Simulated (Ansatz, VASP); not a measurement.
One calculation of MgBe2I6, two programs

File INCAR:

```
SYSTEM = MgBe2I6
PREC = Accurate ; ENCUT = 520
EDIFF = 1E-6 ; ISMEAR = 0
SIGMA = 0.1 ; LREAL = .False.
LASPH = .True. ; NELM = 80
ALGO = Normal ; ISIF = 2
LWAVE = .False. ; LCHARG = .False.
GGA = PE ; NBANDS = 34
```

Contents of KPOINTS:

```
regular mesh
0
Gamma
  3 3 3
  0 0 0
```

File POSCAR:

```
MgBe2I6
1.0
    3.6145457000      2.0868589000      8.2244015000
   -3.6145457000      2.0868589000      8.2244015000
    0.0000000000     -4.1737179000      8.2244015000
Mg Be I
1 2 6
Direct
    0.0000000000      0.0000000000      0.0000000000
    0.2679100000      0.2679100000      0.2679100000
    0.7320900000      0.7320900000      0.7320900000
    0.0501270000      0.4113710000      0.7560880000
    0.7560880000      0.0501270000      0.4113710000
    0.4113710000      0.7560880000      0.0501270000
    0.9498730000      0.5886290000      0.2439120000
    0.2439120000      0.9498730000      0.5886290000
    0.5886290000      0.2439120000      0.9498730000
```

Input for Ansatz:

```yaml
crystal:
  lattice:
    - [3.6145457, 2.0868589, 8.2244015]
    - [-3.6145457, 2.0868589, 8.2244015]
    - [0.0, -4.1737179, 8.2244015]
  atoms:
    - { symbol: Mg, position: [0.0, 0.0, 0.0] }
    - { symbol: Be, position: [0.26791, 0.26791, 0.26791] }
    - { symbol: Be, position: [0.73209, 0.73209, 0.73209] }
    - { symbol: I, position: [0.050127, 0.411371, 0.756088] }
    - { symbol: I, position: [0.756088, 0.050127, 0.411371] }
    - { symbol: I, position: [0.411371, 0.756088, 0.050127] }
    - { symbol: I, position: [0.949873, 0.588629, 0.243912] }
    - { symbol: I, position: [0.243912, 0.949873, 0.588629] }
    - { symbol: I, position: [0.588629, 0.243912, 0.949873] }
basis:
  ecutwfc: 420
kpoints:
  mp_grid: { grid: [3, 3, 3] }
hamiltonian:
  xc: pbe
scf:
  occupations: { method: gaussian, width: 0.1 }
  lower_state_search: "off"
output:
  forces: true
  stress: true
  eigenvalues: true
```

Alike in both runs: task single point; functional PBE; k mesh 3 × 3 × 3; occupations gaussian, width 0.1 eV; no spin polarisation.

|  | VASP | Ansatz |
| --- | --- | --- |
| version | VASP 6.6.1 | Ansatz 0.2.0 |
| potentials or method | VASP PAW PBE potentials, release 64 (Mg, Be, I), cutoff 520 eV | scalar-relativistic, plane waves, PAW |
| valence electrons in the cell | 48 | 116 |

Ansatz gave:

* gap on the k mesh at the Fermi level (eV): 3.32
* least direct gap on the mesh (eV): 3.35
* pressure (GPa): 0.0
* rms of the force components (eV/Å): 0.001

**Question.** Which values does VASP return?

**Answer.** gap on the k mesh at the Fermi level (eV): 3.30; least direct gap on the mesh (eV): 3.34; pressure (GPa): 0.0; rms of the force components (eV/Å): 0.007.

Atom by atom the forces differ by 0.008 eV/Å (rms over components). The functional is the same, so the differences come from potentials, cutoffs and numerics. VASP's potentials hold 48 valence electrons a cell and Ansatz's 116, so a difference there can come from the potentials and not from the codes.

Neither program's run includes spin-orbit coupling.
